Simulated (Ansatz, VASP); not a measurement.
One calculation of W2AuN3, two programs

```
W Au N
1.0
    -2.08339    2.08339    4.17763
     2.08339   -2.08339    4.17763
     2.08339    2.08339   -4.17763
W Au N
2 1 3
Direct
  0.00000 0.00000 0.00000
  0.25000 0.75000 0.50000
  0.50000 0.50000 0.00000
  0.74875 0.74875 0.00000
  0.25125 0.25125 0.00000
  0.75000 0.25000 0.50000
```

Alike in both runs: functional PBE; k mesh 4 × 4 × 4; occupations gaussian, width 0.15 eV; no spin polarisation.

Ansatz relaxed the structure, and its values are those at the end. VASP's run is a single point on that final structure, the one shown.

```csv
,VASP,Ansatz
version,VASP 6.6.1,Ansatz 0.2.0
potentials or method,"VASP PAW PBE potentials, release 64 (W_sv, Au, N), cutoff 600 eV","scalar-relativistic, plane waves, PAW"
valence electrons in the cell,54,62
```

Ansatz gave:

| Property | Result |
| --- | --- |
| gap on the k mesh at the Fermi level (eV) | none |
| pressure (GPa) | -0.4 |
| rms of the force components (eV/Å) | 0.005 |

Estimate VASP's values.

gap on the k mesh at the Fermi level (eV): none; pressure (GPa): 0.0; rms of the force components (eV/Å): 0.014.

A gap of «none» marks a metal or a gap that the smearing closes. With one functional, cell and mesh, what is left measures potentials, basis and numerics. VASP's potentials hold 54 valence electrons a cell and Ansatz's 62, so a difference there can come from the potentials and not from the codes.

The k mesh is coarse, so the values compare programs but aren't converged. Neither program's run includes spin-orbit coupling.
